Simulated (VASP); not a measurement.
**MgS: single point with LDA**

Crystal: MgS.

```
Mg S
1.0
     2.52697    2.52697    0.00000
    -2.52697    2.52697    0.00000
     0.00000    2.52697    2.52697
Mg S
1 1
Direct
  0.00000 0.00000 0.00000
  0.50000 0.50000 0.00000
```

| Property | Result |
| --- | --- |
| Program | VASP 6.6.1 |
| Task | single point |
| Functional | LDA |
| Potentials or basis | VASP PAW LDA potentials, release 64 (Mg, S) |
| Cutoff | 520 eV |
| k mesh | 8 × 8 × 8 |
| Occupations | gaussian, width 0.01 eV |
| Spin | no spin polarisation |
| Dipole correction | no |
| Further INCAR settings | ALGO = Normal; EDIFF = 1e-06; NBANDS = 11 |

- Pressure: 3.4 GPa
- Band gap on the k mesh: 2.74 eV, indirect (least direct gap 4.22 eV)

Levels at points of the mesh, in eV from the valence-band top:
```
           k point  band 2  band 3  band 4  band 5  band 6  band 7
(0.00, 0.00, 0.00)    0.00    0.00    0.00    4.22    7.76    7.76
(0.50, 0.00, 0.00)   -5.39   -0.70   -0.70    4.50    6.84    6.84
(0.50, 0.50, 0.00)   -4.73   -1.91   -1.91    2.74    3.96   12.67
```

Wall time 8.9 s on 1 thread of Intel(R) Xeon(R) Platinum 8259CL CPU @ 2.50GHz (Skylake/Cascade Lake), with other jobs on the host, peak memory 0.14 GiB.

A k mesh can miss the band edges. A hybrid or GW would open this gap; LDA tends to underestimate it.
